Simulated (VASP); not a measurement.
# In (Im-3m) in VASP: further runs, part 2 of 2

VASP 6.6.1. The steps go on from the part before.

## (3) Single point, PBEsol

Contents of INCAR:

```
ALGO = Fast
EDIFF = 1E-6
ENCUT = 520
GGA = PS
ISIF = 2
ISMEAR = -1
LASPH = T
LCHARG = T
LELF = T
LREAL = F
LVHAR = T
LWAVE = F
NBANDS = 12
NELM = 100
PREC = Accurate
SIGMA = 0.05
```

Contents of KPOINTS:

```
k-points
0
Gamma
  10 10 10
```

Contents of POSCAR:

```
In
1.0
   -1.8825252400      1.8825252400      1.8825252400
    1.8825252400     -1.8825252400      1.8825252400
    1.8825252400      1.8825252400     -1.8825252400
In
1
Direct
    0.0000000000      0.0000000000      0.0000000000
```

Potentials or basis: VASP PAW PBE potentials, release 64 (In_d).

Run with:

```
> cat potpaw_PBE.64/In_d/POTCAR > POTCAR
> mpirun -np 1 vasp_std > vasp.out
```

OUTCAR:

```text
EDIFF = 1E-6
   ENCUT = 520
   GGA = PS
   ISIF = 2
   ISMEAR = -1
   LASPH = T
   LREAL = F
   NELM = 100
   PREC = Accurate

 ion  position               nearest neighbor table
   1  0.000  0.000  0.000-

  LATTYP: Found a body centered cubic cell.
 ALAT       =     3.7650504800

  Lattice vectors:

 A1 = (  -1.8825252400,   1.8825252400,   1.8825252400)
 A2 = (   1.8825252400,  -1.8825252400,   1.8825252400)
 A3 = (   1.8825252400,   1.8825252400,  -1.8825252400)

Analysis of symmetry for initial positions (statically):
=====================================================================
 Subroutine PRICEL returns:
 Original cell was already a primitive cell.

 Routine SETGRP: Setting up the symmetry group for a
 body centered cubic supercell.

 Subroutine GETGRP returns: Found 48 space group operations
 (whereof 48 operations were pure point group operations)
 out of a pool of 48 trial point group operations.

The static configuration has the point symmetry O_h .

Analysis of symmetry for dynamics (positions and initial velocities):
=====================================================================
 Subroutine PRICEL returns:
[... 160 lines left out ...]
 Fermi energy:         7.0566491828

 k-point     1 :       0.0000    0.0000    0.0000
  band No.  band energies     occupation
      1      -7.4352      2.00000
      2      -7.4352      2.00000
      3      -7.4352      2.00000
      4      -7.1680      2.00000
      5      -7.1680      2.00000
      6      -2.2900      2.00000
      7      18.0073      0.00000
      8      18.0073      0.00000
      9      18.0073      0.00000
     10      20.0791      0.00000
     11      20.0791      0.00000
     12      20.0791      0.00000
[... 331 lines left out ...]
 k-point    24 :      -0.3000    0.3000    0.1000
  band No.  band energies     occupation
      1      -7.4632      2.00000
      2      -7.4008      2.00000
      3      -7.2374      2.00000
      4      -7.1823      2.00000
      5      -7.1623      2.00000
      6       0.0323      2.00000
      7       9.3678      0.00000
      8      13.1968      0.00000
      9      14.3382      0.00000
     10      17.9787      0.00000
     11      18.9231      0.00000
     12      19.7611      0.00000

 [... further k-points ...]
[... 5 lines left out ...]
  --------------------------------------------------------------------------------------
  -------------------------------------------------------------------------------------
  Total       -0.2237824     -0.2237824     -0.2237824      0.0000000     -0.0000000      0.0000000
  in kB      -13.4355101    -13.4355101    -13.4355101      0.0000000     -0.0000000      0.0000000
  external PRESSURE =     -13.4355101 kB  Pullay stress =       0.0000000 kB

 VOLUME and BASIS-vectors are now :
 -----------------------------------------------------------------------------
  energy-cutoff  :      520.00
  volume of cell :       26.69
      direct lattice vectors                 reciprocal lattice vectors
    -1.882525240  1.882525240  1.882525240     0.000000000  0.265600689  0.265600689
     1.882525240 -1.882525240  1.882525240     0.265600689  0.000000000  0.265600689
     1.882525240  1.882525240 -1.882525240     0.265600689  0.265600689  0.000000000

 POSITION                                       TOTAL-FORCE (eV/Angst)
 -----------------------------------------------------------------------------------
      0.00000      0.00000      0.00000        -0.000000     -0.000000     -0.000000
 -----------------------------------------------------------------------------------
    total drift:                                0.000000      0.000000      0.000000

  FREE ENERGIE OF THE ION-ELECTRON SYSTEM (eV)
  ---------------------------------------------------
  free  energy   TOTEN  =        -2.9739199370 eV

  energy  without entropy=       -2.9684166324  energy(sigma->0) =       -2.97116828
```

OSZICAR:

```text
N       E                     dE             d eps       ncg     rms          rms(c)
DAV:   1     0.768191109318E+02    0.76819E+02   -0.63124E+03  1156   0.136E+03
DAV:   2     0.775458226417E+00   -0.76044E+02   -0.74020E+02  1200   0.289E+02
DAV:   3    -0.292481615900E+01   -0.37003E+01   -0.36908E+01  1380   0.638E+01
DAV:   4    -0.301138111874E+01   -0.86565E-01   -0.86543E-01  1424   0.968E+00
DAV:   5    -0.301484874780E+01   -0.34676E-02   -0.34675E-02  1484   0.168E+00    0.216E+00
RMM:   6    -0.298058968754E+01    0.34259E-01   -0.44745E-02  1382   0.334E+00    0.111E+00
RMM:   7    -0.297429000563E+01    0.62997E-02   -0.15257E-02  1325   0.158E+00    0.272E-01
RMM:   8    -0.297385951405E+01    0.43049E-03   -0.19474E-03  1627   0.642E-01    0.751E-02
RMM:   9    -0.297391301883E+01   -0.53505E-04   -0.59405E-04  1710   0.239E-01    0.453E-02
RMM:  10    -0.297391428574E+01   -0.12669E-05   -0.15182E-04  1505   0.215E-01    0.545E-03
RMM:  11    -0.297391894858E+01   -0.46628E-05   -0.69593E-05  1796   0.876E-02    0.112E-02
RMM:  12    -0.297391982500E+01   -0.87642E-06   -0.15898E-05  1446   0.452E-02    0.482E-03
RMM:  13    -0.297391993703E+01   -0.11203E-06   -0.23393E-06   841   0.184E-02
   1 F= -.29739199E+01 E0= -.29711683E+01  d E =-.550330E-02
```

Wall time 6.4 s (1 thread of Intel Xeon Platinum 8559C (Emerald Rapids), shared host); peak memory 0.14 GiB.

Results:

| Item | Value |
| --- | --- |
| Free energy | -2.9739 eV |
| Pressure | -1.3 GPa |

Caveat: the PAW data sets were made with another functional, which shifts forces and pressure a little.
